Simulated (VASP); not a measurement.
Runs of VASP 6.6.1 on LaSb. The structure is that of space group Fm-3m (No. 225), or close to it. The cells are those of the table. 

```csv
task,level,U,cell,gap on the mesh (eV),pressure (GPa)
single point,LDA,-,"a = 4.431 Å, angles 60.0°, 2 atoms",none,4.5
electric field gradients,LDA,-,"a = 4.589 Å, angles 60.0°, 2 atoms",none,-2.3
electric field gradients,LDA+U,La f U = 2.0 eV,"a = 3.517 Å, angles 60.0°, 2 atoms",none,(a)
single point,LDA,-,"a = 4.260 Å, angles 60.0°, 2 atoms",none,16.1
single point,LDA,-,"a = 4.589 Å, angles 60.0°, 2 atoms",none,-2.3
electric field gradients,LDA,-,"a = 4.260 Å, angles 60.0°, 2 atoms",none,16.1
```

Alike in all rows: potentials or basis VASP PAW LDA potentials, release 64 (La, Sb); no spin polarisation; k mesh 10 × 10 × 10; cutoff (eV) 520; smearing fermi-dirac 0.05 eV.

Q: Fill in the values left out.

A: (a) 207.1.

Caveats: spin-orbit coupling is left out, which moves the levels of the heavy elements; the cell stands under pressure (at least some runs); U without spin polarisation on a metal has little footing (at least some runs); the U is typed as a test and isn't derived for this compound (at least some runs).

A k mesh can miss the band edges, and the runs leave out spin-orbit coupling on La, Sb.

A gap of «none» marks levels without a gap at the run's occupations.
